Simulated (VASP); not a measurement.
A run of VASP 6.6.1 is set up as follows.

Contents of INCAR:

```
PREC     = Accurate       # precision mode
ENCUT    = 520            # plane-wave cutoff, eV
EDIFF    = 1E-6           # SCF threshold, eV
ISMEAR   = 0              # smearing method
SIGMA    = 0.1            # smearing width, eV
LREAL    = False          # projectors in reciprocal space
LASPH    = True           # aspherical terms in the spheres
NELM     = 150            # most SCF steps
ALGO     = Normal         # electronic algorithm
ISIF     = 2              # what is computed and relaxed
LWAVE    = False          # write WAVECAR
LCHARG   = False          # write CHGCAR
ISPIN    = 2              # spin polarisation
MAGMOM   = 0 0 0 0 0 1 1  # initial moments
LORBIT   = 11             # projections on sites
LMAXMIX  = 4              # l up to which the mixer works
GGA      = PE             # functional
NBANDS   = 42             # bands
```

Contents of KPOINTS:

```
Automatic mesh
0
Gamma
  6 6 6
```

File POSCAR:

```
ZnAu2S4
1.0
   -2.3760000000      2.3760000000      6.9780000000
    2.3760000000     -2.3760000000      6.9780000000
    2.3760000000      2.3760000000     -6.9780000000
Zn S Au
1 4 2
Direct
    0.0000000000      0.0000000000      0.0000000000
    0.8280309500      0.8280309500      0.0000000000
    0.0000000000      0.5000000000      0.5000000000
    0.5000000000      0.0000000000      0.5000000000
    0.1719690500      0.1719690500      0.0000000000
    0.3387790200      0.3387790200      0.0000000000
    0.6612209800      0.6612209800      0.0000000000
```

Potentials or basis: VASP PAW PBE potentials, release 64 (Zn, S, Au).

Launch:

```console
$ cat potpaw_PBE.64/Zn/POTCAR potpaw_PBE.64/S/POTCAR potpaw_PBE.64/Au/POTCAR > POTCAR
$ mpirun -np 1 vasp_std > vasp.out
```

Problem. Predict the site moments.

Solution. Zn +0.01; S +0.14, +0.11 (each value once); Au +0.04 μB.

Problem. Estimate the largest force.

Solution. 1.216 eV/Å.

Problem. Estimate the net moment.

Solution. 0.82 μB per cell.

Problem. Estimate the pressure.

Solution. -3.3 GPa.

Forces on the atoms (eV/Å):
```
Zn   0.000  0.000  0.000
S    0.000  0.000 -1.216
S    0.000  0.000  0.000
S    0.000  0.000  0.000
S    0.000  0.000  1.216
Au   0.000  0.000  0.049
Au   0.000  0.000 -0.049
```

Caveat: the cell stands under tension; a moment this small can come from the mesh or the smearing; forces of over 1 eV/Å act on the atoms, so gaps and moduli don't describe the material at rest.
